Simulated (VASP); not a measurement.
A run of VASP 6.6.1 is set up as follows.

Contents of INCAR:

```
PREC     = Accurate       # precision mode
ENCUT    = 520            # plane-wave cutoff, eV
EDIFF    = 1E-6           # SCF threshold, eV
ISMEAR   = 0              # smearing method
SIGMA    = 0.05           # smearing width, eV
LREAL    = F              # projectors in reciprocal space
LASPH    = T              # aspherical terms in the spheres
NELM     = 150            # most SCF steps
ALGO     = Normal         # electronic algorithm
ISIF     = 2              # what is computed and relaxed
LWAVE    = F              # write WAVECAR
LCHARG   = F              # write CHGCAR
ISPIN    = 2              # spin polarisation
MAGMOM   = 7 -7 0 0       # initial moments
LORBIT   = 11             # projections on sites
LMAXMIX  = 6              # l up to which the mixer works
LDAU     = T              # DFT+U
LDAUTYPE = 1            
LDAUL    = 3 -1           # shell
LDAUU    = 7 0            # U, eV
LDAUJ    = 0.7 0        
LDAUPRINT= 1            
GGA      = PE             # functional
NBANDS   = 36             # bands
```

KPOINTS

```
Automatic mesh
0
Gamma
  6 6 6
```

Contents of POSCAR:

```
GdO
1.0
    0.0000000000      2.7000000000      2.7000000000
    5.4000000000      2.7000000000      2.7000000000
    5.4000000000      5.4000000000      0.0000000000
Gd O
2 2
Direct
    0.0000000000      0.0000000000      0.0000000000
    0.0000000000      0.0000000000      0.5000000000
    0.2500000000      0.2500000000      0.0000000000
    0.2500000000      0.2500000000      0.5000000000
```

Potentials or basis: VASP PAW PBE potentials, release 64 (Gd, O).

Launch:

```sh
$ cat potpaw_PBE.64/Gd/POTCAR potpaw_PBE.64/O/POTCAR > POTCAR
$ mpirun -np 1 vasp_std > vasp.out
```

(1) What does it give for the pressure?

(2) Predict the net moment.

(3) What does it give for the band gap on the k mesh?

Results:

(1) -0.5 GPa.

(2) 0.00 μB per cell.

(3) zero (filled and empty bands overlap).

Caveat: spin-orbit coupling is left out, which moves the levels of the heavy elements.
